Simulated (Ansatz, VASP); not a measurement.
# Cu3H: VASP beside Ansatz

```
Cu H
1.0
     0.00000    2.78127    2.78127
     2.78127    0.00000    2.78127
     2.78127    2.78127    0.00000
Cu H
3 1
Direct
  0.00000 0.00000 0.00000
  0.25000 0.25000 0.25000
  0.75000 0.75000 0.75000
  0.50000 0.50000 0.50000
```

Change from the starting cell: species swapped into the Sn3Bi type (Fm-3m, No. 225).

Alike in both runs: task relaxation of cell and atoms; functional PBE; k mesh 14 × 14 × 14; occupations gaussian, width 0.1 eV; no spin polarisation.

|  | VASP | Ansatz |
| --- | --- | --- |
| version | VASP 6.6.1 | Ansatz 0.2.0 |
| potentials or method | VASP PAW PBE potentials, release 64 (Cu, H), cutoff 600 eV | scalar-relativistic, plane waves, PAW |
| valence electrons in the cell | 34 | 58 |

|  | VASP | Ansatz | Ansatz less VASP |
| --- | --- | --- | --- |
| gap on the k mesh at the Fermi level, each at its own relaxed structure (eV) | none | none | - |
| relaxed volume (Å³/atom) | 10.87 | 10.81 | -0.052 |
| relaxed cell length with the largest relative difference (Å) | 3.946 | 3.940 | -0.0063 |

A gap of «none» marks a metal or a gap that the smearing closes. VASP's potentials hold 34 valence electrons a cell and Ansatz's 58, so a difference there can come from the potentials and not from the codes.
